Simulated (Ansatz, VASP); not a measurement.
# NaCl: VASP beside Ansatz

The input POSCAR:

```
NaCl
1.0
    0.0000000000      2.8308314239      2.8308314239
    2.8308314239      0.0000000000      2.8308314239
    2.8308314239      2.8308314239      0.0000000000
Cl Na
1 1
Direct
    0.5000000000      0.5000000000      0.5000000000
    0.0000000000      0.0000000000      0.0000000000
```

The input INCAR.step1:

```
ALGO = Normal
EDIFF = 1E-4
ENCUT = 520
GGA = PE
ISMEAR = -1
LASPH = T
LCHARG = F
LREAL = F
LWAVE = T
NBANDS = 14
NELM = 60
PREC = Accurate
SIGMA = 0.05
```

The input INCAR.step2:

```
ALGO = Normal
EDIFF = 1E-7
ENCUT = 520
ISIF = 2
ISMEAR = -1
ISTART = 1
LASPH = T
LCHARG = F
LMIXTAU = T
LREAL = F
LWAVE = F
METAGGA = R2SCAN
NBANDS = 14
NELM = 60
PREC = Accurate
SIGMA = 0.05
```

Contents of KPOINTS:

```
k-points
0
Gamma
  8 8 8
```

The input input.yaml:

```yaml
crystal:
  lattice:
    - [0.0, 2.8308314239, 2.8308314239]
    - [2.8308314239, 0.0, 2.8308314239]
    - [2.8308314239, 2.8308314239, 0.0]
  atoms:
    - { symbol: Cl, position: [0.5, 0.5, 0.5] }
    - { symbol: Na, position: [0.0, 0.0, 0.0] }
hamiltonian:
  xc: r2scan
  pseudopotentials: { kind: paw }
kpoints:
  mp_grid: { grid: [8, 8, 8] }
scf:
  occupations: { method: fermi_dirac, width: 0.05 }
output:
  forces: true
  stress: true
  eigenvalues: true
  write_density: true
  write_potential: true
  elf: true
  volumetric_format: npy
```

Alike in both runs: task single point; functional r2SCAN; k mesh 8 × 8 × 8; occupations fermi-dirac, width 0.05 eV; no spin polarisation.

```csv
,VASP,Ansatz
version,VASP 6.6.1,Ansatz 0.2.0
potentials or method,"VASP PAW PBE potentials, release 64 (Cl, Na_pv)",Ansatz PAW
plane-wave cutoff (eV),520,500
valence electrons in the cell,14,16
```

```csv
,VASP,Ansatz,Ansatz less VASP
gap on the k mesh at the Fermi level (eV),5.87,5.85,-0.023
least direct gap on the mesh (eV),5.87,5.85,-0.023
pressure (GPa),-1.0,-0.7,+0.23
```

VASP's potentials were made for PBE, not for r2SCAN. With one functional, cell and mesh, what is left measures potentials, basis and numerics. VASP's potentials hold 14 valence electrons a cell and Ansatz's 16, so a difference there can come from the potentials and not from the codes.
